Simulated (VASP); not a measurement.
Runs of VASP 6.6.1 on Ge. The structure is that of space group Cmmm (No. 65), or close to it. The cells are those of the table. 

| cell | gap on the mesh (eV) | pressure (GPa) |
| --- | --- | --- |
| a = 2.878, b = 2.878, c = 2.563 Å, angles 90.0, 90.0, 123.5°, 1 atom | none | 4.8 |
| a = 3.026, b = 3.026, c = 2.631 Å, angles 90.0, 90.0, 123.5°, 1 atom | none | (a) |
| a = 2.878, b = 2.878, c = 2.833 Å, angles 90.0, 90.0, 123.5°, 1 atom | none | -2.4 |
| a = 2.878, b = 2.878, c = 2.631 Å, angles 90.0, 90.0, 123.5°, 1 atom | none | 2.3 |

Alike in all rows: task single point; level r2SCAN; potentials or basis VASP PAW PBE potentials, release 64 (Ge_d); no spin polarisation; k mesh 20 × 20 × 18; cutoff (eV) 550; smearing gaussian 0.15 eV.

Task: Fill in the values left out.

Result: (a) -4.3.

Caveats: the PAW data sets were made with another functional, which shifts forces and pressure a little; the cell stands under pressure (at least some runs); the cell stands under tension (at least some runs).

A k mesh can miss the band edges, and the runs leave out spin-orbit coupling on Ge.

A gap of «none» marks levels without a gap at the run's occupations.
